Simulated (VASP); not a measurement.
# MoS2 (R3m) in VASP: a series of runs

The runs below take MoS2 through single point, with PBEsol+U.

All numbers are computed with VASP 6.6.1; they aren't measurements. Logs are shortened: lines on timing, memory, paths and dates and some standing lists are left out, and cuts for length are marked.

## 1. The cell of the first run

It takes space group R3m (No. 160, trigonal). The conventional cell has a = 3.160 Å, b = 3.160 Å, c = 18.450 Å, α = 90.00°, β = 90.00°, γ = 120.00°. Mo (site symmetry 3m) has 6 S at 2.39 Å and 6 Mo at 3.16 Å within 3.2 Å. S (site symmetry 3m) has 3 Mo at 2.39 Å and 7 S at 3.08 to 3.16 Å within 3.2 Å. Within 3.2 Å of S (site symmetry 3m) lie 3 Mo at 2.39 Å and 7 S at 3.08 to 3.16 Å.

## 2. Single point, PBEsol+U

INCAR reads:

```
SYSTEM = MoS2
ALGO     = Normal         ! electronic algorithm
EDIFF    = 1E-6           ! SCF threshold, eV
ENCUT    = 520            ! plane-wave cutoff, eV
GGA      = PS             ! functional
ISIF     = 2              ! what is computed and relaxed
ISMEAR   = -1             ! smearing method
LASPH    = .True.         ! aspherical terms in the spheres
LCHARG   = .False.        ! write CHGCAR
LDAU     = .True.         ! DFT+U
LDAUJ    = 0 0          
LDAUL    = 2 -1           ! shell
LDAUPRINT= 1            
LDAUTYPE = 2            
LDAUU    = 1 0            ! U, eV
LMAXMIX  = 4              ! l up to which the mixer works
LREAL    = .False.        ! projectors in reciprocal space
LWAVE    = .False.        ! write WAVECAR
NBANDS   = 20             ! bands
NELM     = 150            ! most SCF steps
PREC     = Accurate       ! precision mode
SIGMA    = 0.05           ! smearing width, eV
```

KPOINTS reads:

```
k-points
0
Gamma
  10 10 10
  0 0 0
```

POSCAR reads:

```
MoS2
1.0
    1.5800000000      0.9122134253      6.1500000000
   -1.5800000000      0.9122134253      6.1500000000
    0.0000000000     -1.8244268506      6.1500000000
Mo S
1 2
Direct
    0.0000000000      0.0000000000      0.0000000000
    0.4170000000      0.4170000000      0.4170000000
    0.2500000000      0.2500000000      0.2500000000
```

Potentials or basis: VASP PAW PBE potentials, release 64 (Mo_sv, S).

Command:

```
cat potpaw_PBE.64/Mo_sv/POTCAR potpaw_PBE.64/S/POTCAR > POTCAR
mpirun -np 1 vasp_std > vasp.out
```

OUTCAR:

```text
SYSTEM = MoS2
   EDIFF = 1E-6
   ENCUT = 520
   GGA = PS
   ISIF = 2
   ISMEAR = -1
   LASPH = .True.
   LREAL = .False.
   NELM = 150
   PREC = Accurate

 ion  position               nearest neighbor table
   1  0.000  0.000  0.000-   3 2.39   3 2.39   3 2.39   2 2.39   2 2.39   2 2.39
   2  0.417  0.417  0.417-   1 2.39   1 2.39   1 2.39
   3  0.250  0.250  0.250-   1 2.39   1 2.39   1 2.39

  LATTYP: Found a trigonal (rhomboedric) cell.
 ALAT       =     6.4149071181
 COS(alpha) =     0.8786713335

  Lattice vectors:

 A1 = (   1.5800000000,   0.9122134253,   6.1500000000)
 A2 = (  -1.5800000000,   0.9122134253,   6.1500000000)
 A3 = (   0.0000000000,  -1.8244268506,   6.1500000000)

Analysis of symmetry for initial positions (statically):
=====================================================================
 Subroutine PRICEL returns:
 Original cell was already a primitive cell.

 Routine SETGRP: Setting up the symmetry group for a
 trigonal (rhombohedral) supercell.

 Subroutine GETGRP returns: Found  6 space group operations
 (whereof  6 operations were pure point group operations)
 out of a pool of 12 trial point group operations.

The static configuration has the point symmetry C_3v.

Analysis of symmetry for dynamics (positions and initial velocities):
=====================================================================
 Subroutine PRICEL returns:
 Original cell was already a primitive cell.

 Routine SETGRP: Setting up the symmetry group for a
 trigonal (rhombohedral) supercell.

 Subroutine GETGRP returns: Found  6 space group operations
 (whereof  6 operations were pure point group operations)
 out of a pool of 12 trial point group operations.

The dynamic configuration has the point symmetry C_3v.

 Subroutine INISYM returns: Found  6 space group operations
 (whereof  6 operations are pure point group operations),
 and found     1 'primitive' translations

----------------------------------------------------------------------------------------

                                     Primitive cell

  volume of cell :      53.1839

  direct lattice vectors                    reciprocal lattice vectors
     1.580000000  0.912213425  6.150000000     0.316455696  0.182705781  0.054200542
    -1.580000000  0.912213425  6.150000000    -0.316455696  0.182705781  0.054200542
     0.000000000 -1.824426851  6.150000000     0.000000000 -0.365411563  0.054200542

  length of vectors
     6.414907118  6.414907118  6.414907118     0.369409406  0.369409406  0.369409406

  position of ions in fractional coordinates (direct lattice)
     0.000000000  0.000000000  0.000000000
     0.417000000  0.417000000  0.417000000
     0.250000000  0.250000000  0.250000000

  ion indices of the primitive-cell ions
   primitive index   ion index
                 1           1
                 2           2
                 3           3

----------------------------------------------------------------------------------------

 KPOINTS: k-points

Automatic generation of k-mesh.
 Grid dimensions read from file:
 generate k-points for:   10   10   10

 Generating k-lattice:

  Cartesian coordinates                     Fractional coordinates (reciprocal lattice)
     0.031645570  0.018270578  0.005420054     0.100000000  0.000000000  0.000000000
    -0.031645570  0.018270578  0.005420054     0.000000000  0.100000000  0.000000000
     0.000000000 -0.036541156  0.005420054     0.000000000  0.000000000  0.100000000

  Length of vectors
     0.036940941  0.036940941  0.036940941

  Shift w.r.t. Gamma in fractional coordinates (k-lattice)
     0.000000000  0.000000000  0.000000000

 Subroutine IBZKPT returns following result:
 ===========================================

 Found    116 irreducible k-points:

 Following reciprocal coordinates:
            Coordinates               Weight
  0.000000  0.000000  0.000000      1.000000
  0.100000 -0.000000  0.000000      6.000000
  0.200000 -0.000000  0.000000      6.000000
  0.300000 -0.000000 -0.000000      6.000000
  0.400000 -0.000000 -0.000000      6.000000
  0.500000 -0.000000 -0.000000      3.000000
[... 16 lines left out ...]
  0.300000  0.300000  0.000000      6.000000
  0.400000  0.300000  0.000000     12.000000
 [... further k-points ...]
   k-points           NKPTS =    116   k-points in BZ     NKDIM =    116   number of bands    NBANDS=     20
   number of dos      NEDOS =    301   number of ions     NIONS =      3
   total plane-waves  NPLWV = 110592
   dimension x,y,z NGX =    48 NGY =   48 NGZ =   48
   dimension x,y,z NGXF=    96 NGYF=   96 NGZF=   96
   ions per type =               1   2
   NGX,Y,Z   is equivalent  to a cutoff of  12.44, 12.44, 12.44 a.u.
   NGXF,Y,Z  is equivalent  to a cutoff of  24.88, 24.88, 24.88 a.u.
 SYSTEM =  MoS2
   PREC   = accura    normal or accurate (medium, high low for compatibility)
   ISTART =      0    job   : 0-new  1-cont  2-samecut
   ICHARG =      2    charge: 1-file 2-atom 10-const
   ISPIN  =      1    spin polarized calculation?
   LNONCOLLINEAR =      F non collinear calculations
   LSORBIT =      F    spin-orbit coupling
   LASPH  =      T    aspherical Exc in radial PAW
   ENCUT  =  520.0 eV  38.22 Ry    6.18 a.u.  11.93 11.93 11.93*2*pi/ulx,y,z
   NELM   =    150;   NELMIN=  2; NELMDL= -5     # of ELM steps
   EDIFF  = 0.1E-05   stopping-criterion for ELM
   LREAL  =      F    real-space projection
   EDIFFG = 0.1E-04   stopping-criterion for IOM
   NSW    =      0    number of steps for IOM
   IBRION =     -1    ionic relax: 0-MD 1-quasi-New 2-CG
   NFREE  =      0    steps in history (QN), initial steepest desc. (CG)
   ISIF   =      2    stress and relaxation
   ISYM   =      2    0-nonsym 1-usesym 2-fastsym
   POTIM  = 0.5000    time-step for ionic-motion
   TEBEG  =    0.0;   TEEND  =   0.0 temperature during run
   PSTRESS=    0.0 pullay stress
   NELECT =      26.0000    total number of electrons
   NUPDOWN=      -1.0000    fix difference up-down
   EMIN   =  10.00;   EMAX   =-10.00  energy-range for DOS
   EFERMI =   0.00;   METHOD = LEGACY
   ISMEAR =    -1;   SIGMA  =   0.05  broadening in eV -4-tet -1-fermi 0-gaus
   EFERMI_NEDOS =   21; number of points for ismear=-14 and -15
   IALGO  =     38    algorithm
   IMIX   =      4    mixing-type and parameters
     AMIX     =   0.40;   BMIX     =  1.00
     AMIX_MAG =   1.60;   BMIX_MAG =  1.00
  volume/ion in A,a.u.               =      17.73       119.63
  Fermi-wavevector in a.u.,A,eV,Ry     =   1.289652  2.437089 22.629252  1.663203
  Thomas-Fermi vector in A             =   2.421532
   LORBIT       =      0    0 simple, 1 ext, 2 COOP (PROOUT), +10 PAW based schemes
 LDA+U is selected, type is set to LDAUTYPE =  2
   angular momentum for each species LDAUL =     2   -1
   U (eV)           for each species LDAUU =   1.0  0.0
   J (eV)           for each species LDAUJ =   0.0  0.0
   GGA     = PS    functional components
   LHFCALC =     F    Hartree Fock is set to
   AEXX    =    0.0000 exact exchange contribution
   IVDW    =     0    specifies the selected vdW correction
   LEPSILON=     F    determine dielectric tensor
   LRPA    =     F    only Hartree local field effects (RPA)
 non-spin polarized calculation
  energy-cutoff  :      520.00
  volume of cell :       53.18
 maximum number of plane-waves:      1448
   NGX = 23   NGY = 23   NGZ = 23

atom =   1  type =  1  l = 2

 onsite density matrix

spin component  1

  0.4030 -0.0000 -0.0000  0.0006 -0.0000
 -0.0000  0.3935 -0.0000 -0.0000  0.0006
 -0.0000 -0.0000  0.4242  0.0000 -0.0000
  0.0006 -0.0000  0.0000  0.3935  0.0000
 -0.0000  0.0006 -0.0000  0.0000  0.4030

spin component  2

  0.4030 -0.0000 -0.0000  0.0006 -0.0000
 -0.0000  0.3935 -0.0000 -0.0000  0.0006
 -0.0000 -0.0000  0.4242  0.0000 -0.0000
  0.0006 -0.0000  0.0000  0.3935  0.0000
 -0.0000  0.0006 -0.0000  0.0000  0.4030

 occupancies and eigenvectors

  o =  0.3935  v =  0.0000  0.9979 -0.0000 -0.0000 -0.0650  0.0000  0.0000  0.0000  0.0000  0.0000      0.0000  0.0000  0.0000  0.0000  0.0000  0.0000  0.0000  0.0000  0.0000  0.0000
  o =  0.3935  v =  0.0000  0.0000  0.0000  0.0000  0.0000  0.0000  0.9979 -0.0000 -0.0000 -0.0650      0.0000  0.0000  0.0000  0.0000  0.0000  0.0000  0.0000  0.0000  0.0000  0.0000
  o =  0.3935  v = -0.0650  0.0000 -0.0000  0.9979 -0.0000  0.0000  0.0000  0.0000  0.0000  0.0000      0.0000  0.0000  0.0000  0.0000  0.0000  0.0000  0.0000  0.0000  0.0000  0.0000
  o =  0.3935  v =  0.0000  0.0000  0.0000  0.0000  0.0000 -0.0650  0.0000 -0.0000  0.9979 -0.0000      0.0000  0.0000  0.0000  0.0000  0.0000  0.0000  0.0000  0.0000  0.0000  0.0000
  o =  0.4030  v =  0.0000  0.0000  0.0000  0.0000  0.0000 -0.0000 -0.0650 -0.0000 -0.0000 -0.9979      0.0000  0.0000  0.0000  0.0000  0.0000  0.0000  0.0000  0.0000  0.0000  0.0000
  o =  0.4030  v = -0.0000 -0.0650 -0.0000 -0.0000 -0.9979  0.0000  0.0000  0.0000  0.0000  0.0000      0.0000  0.0000  0.0000  0.0000  0.0000  0.0000  0.0000  0.0000  0.0000  0.0000
  o =  0.4030  v =  0.9979 -0.0000 -0.0000  0.0650 -0.0000  0.0000  0.0000  0.0000  0.0000  0.0000      0.0000  0.0000  0.0000  0.0000  0.0000  0.0000  0.0000  0.0000  0.0000  0.0000
  o =  0.4030  v =  0.0000  0.0000  0.0000  0.0000  0.0000  0.9979 -0.0000 -0.0000  0.0650 -0.0000      0.0000  0.0000  0.0000  0.0000  0.0000  0.0000  0.0000  0.0000  0.0000  0.0000
  o =  0.4242  v =  0.0000  0.0000  0.0000  0.0000  0.0000  0.0000 -0.0000  1.0000  0.0000 -0.0000      0.0000  0.0000  0.0000  0.0000  0.0000  0.0000  0.0000  0.0000  0.0000  0.0000
  o =  0.4242  v =  0.0000 -0.0000  1.0000  0.0000 -0.0000  0.0000  0.0000  0.0000  0.0000  0.0000      0.0000  0.0000  0.0000  0.0000  0.0000  0.0000  0.0000  0.0000  0.0000  0.0000

 number of electron      25.9999998 magnetization

 Free energy of the ion-electron system (eV)
  ---------------------------------------------------
  ext. energy  EPLUGINS =         0.00000000
  ---------------------------------------------------
  free energy    TOTEN  =       -22.24045891 eV

  energy without entropy =      -22.24045773  energy(sigma->0) =      -22.24045832

 E-fermi :   8.0103     XC(G=0): -11.0049

 val. band max:        7.6000444424   @ k =   0.5000   0.5000   0.5000
 cond. band min:       8.5285030336   @ k =  -0.2000   0.2000   0.0000
 fundamental gap:      0.9284585912
 Fermi energy:         8.0103013138

 k-point     1 :       0.0000    0.0000    0.0000
  band No.  band energies     occupation
      1     -53.9631      2.00000
      2     -28.1608      2.00000
      3     -27.9277      2.00000
      4     -27.9277      2.00000
      5      -7.5360      2.00000
      6      -5.7863      2.00000
[... 12 lines left out ...]
     19      15.6217      0.00000
[... 513 lines left out ...]
      4     -28.0234      2.00000
      5      -5.8843      2.00000
      6      -5.3749      2.00000
[... 12 lines left out ...]
     19      15.1928      0.00000
     20      16.1009      0.00000

 [... further k-points ...]
[... 5 lines left out ...]
  --------------------------------------------------------------------------------------
  -------------------------------------------------------------------------------------
  Total       -0.0332099     -0.0332099      0.9662973      0.0000000      0.0000000     -0.0000000
  in kB       -1.0004554     -1.0004554     29.1099486      0.0000000      0.0000000     -0.0000000
  external PRESSURE =       9.0363459 kB  Pullay stress =       0.0000000 kB

 VOLUME and BASIS-vectors are now :
 -----------------------------------------------------------------------------
  energy-cutoff  :      520.00
  volume of cell :       53.18
      direct lattice vectors                 reciprocal lattice vectors
     1.580000000  0.912213425  6.150000000     0.316455696  0.182705781  0.054200542
    -1.580000000  0.912213425  6.150000000    -0.316455696  0.182705781  0.054200542
     0.000000000 -1.824426851  6.150000000     0.000000000 -0.365411563  0.054200542

 POSITION                                       TOTAL-FORCE (eV/Angst)
 -----------------------------------------------------------------------------------
      0.00000      0.00000      0.00000         0.000000     -0.000000      0.086423
      0.00000      0.00000      7.69365         0.000000     -0.000000      0.238214
      0.00000      0.00000      4.61250         0.000000      0.000000     -0.324637
 -----------------------------------------------------------------------------------
    total drift:                                0.000000     -0.000000      0.000070

  FREE ENERGIE OF THE ION-ELECTRON SYSTEM (eV)
  ---------------------------------------------------
  free  energy   TOTEN  =       -22.2404589055 eV

  energy  without entropy=      -22.2404577280  energy(sigma->0) =      -22.24045832
```

Wall time 6.8 min (1 thread of Intel Xeon 8259CL, shared host); peak memory 0.38 GiB.

Results:

| Quantity | Value |
| --- | --- |
| Free energy | -22.2405 eV |
| Pressure | 0.9 GPa |
| Largest force | 0.325 eV/Å |
| Band gap on the k mesh | 0.93 eV (least direct gap 1.95 eV) |

Forces on the atoms (eV/Å):
```
Mo   0.000  0.000  0.086
S    0.000  0.000  0.238
S    0.000  0.000 -0.325
```

Eigenvalues of the final occupation matrices:
| site | spin | trace | eigenvalues |
| --- | --- | --- | --- |
| site 1 d | 1 | 2.02 | 0.39 0.39 0.40 0.40 0.42 |
| site 1 d | 2 | 2.02 | 0.39 0.39 0.40 0.40 0.42 |

Caveat: the PAW data sets were made with another functional, which shifts forces and pressure a little. A k mesh can miss the band edges.

## 3. Single point, PBEsol+U

INCAR reads:

```
SYSTEM = MoS2
  PREC = Accurate
  ENCUT = 520
  EDIFF = 1E-7
  ISMEAR = -1
  SIGMA = 0.05
  LREAL = .FALSE.
  LASPH = .TRUE.
  NELM = 150
  ALGO = Normal
  ISIF = 2
  LWAVE = .FALSE.
  LCHARG = .FALSE.
  LMAXMIX = 4
  LDAU = .TRUE.
  LDAUTYPE = 2
  LDAUL = 2 -1
  LDAUU = 6 0
  LDAUJ = 0 0
  LDAUPRINT = 1
  GGA = PS
  NBANDS = 20
```

KPOINTS reads:

```
regular mesh
0
G
  10 10 10
  0 0 0
```

POSCAR is that of step 2.

Potentials or basis: VASP PAW PBE potentials, release 64 (Mo_sv, S).

Command:

```
cat potpaw_PBE.64/Mo_sv/POTCAR potpaw_PBE.64/S/POTCAR > POTCAR
mpirun -np 1 vasp_std > vasp.out
```

Run time: 9.3 min. Hardware: 1 thread of Intel Xeon 8259CL, shared host; peak memory 0.38 GiB.

It converged, with:

| Item | Value |
| --- | --- |
| Free energy | -16.2582 eV |
| Pressure | 4.2 GPa |
| Largest force | 0.694 eV/Å |
| Band gap on the k mesh | 0.98 eV (least direct gap 1.83 eV) |

Forces on the atoms (eV/Å):
```
Mo   0.000  0.000  0.088
S    0.000  0.000  0.607
S    0.000  0.000 -0.694
```

Stress tensor (GPa, compression positive):
```
3.14 0.00 0.00
0.00 3.14 0.00
0.00 0.00 6.42
```

Levels at points of the mesh, in eV from the valence-band top:
| k point | band 9 | band 10 | band 11 | band 12 | band 13 | band 14 | band 15 | band 16 | band 17 | band 18 |
| --- | --- | --- | --- | --- | --- | --- | --- | --- | --- | --- |
| (0.00, 0.00, 0.00) | -3.38 | -2.19 | -2.19 | -1.28 | -1.20 | 2.12 | 2.12 | 2.52 | 2.52 | 5.26 |
| (0.50, 0.00, 0.00) | -5.06 | -3.94 | -2.30 | -1.67 | -1.56 | 1.73 | 2.03 | 3.52 | 3.65 | 5.11 |
| (0.50, 0.50, 0.00) | -4.76 | -3.86 | -2.88 | -1.86 | -1.39 | 1.69 | 2.16 | 3.06 | 4.08 | 5.83 |
| (0.50, 0.50, 0.50) | -3.40 | -3.40 | -2.16 | -2.16 | 0.00 | 2.21 | 2.21 | 2.38 | 2.38 | 5.35 |

Eigenvalues of the final occupation matrices:
| site | spin | trace | eigenvalues |
| --- | --- | --- | --- |
| site 1 d | 1 | 1.96 | 0.38 0.38 0.39 0.39 0.43 |
| site 1 d | 2 | 1.96 | 0.38 0.38 0.39 0.39 0.43 |

Caveat: the cell stands under pressure; the PAW data sets were made with another functional, which shifts forces and pressure a little. A k mesh can miss the band edges.
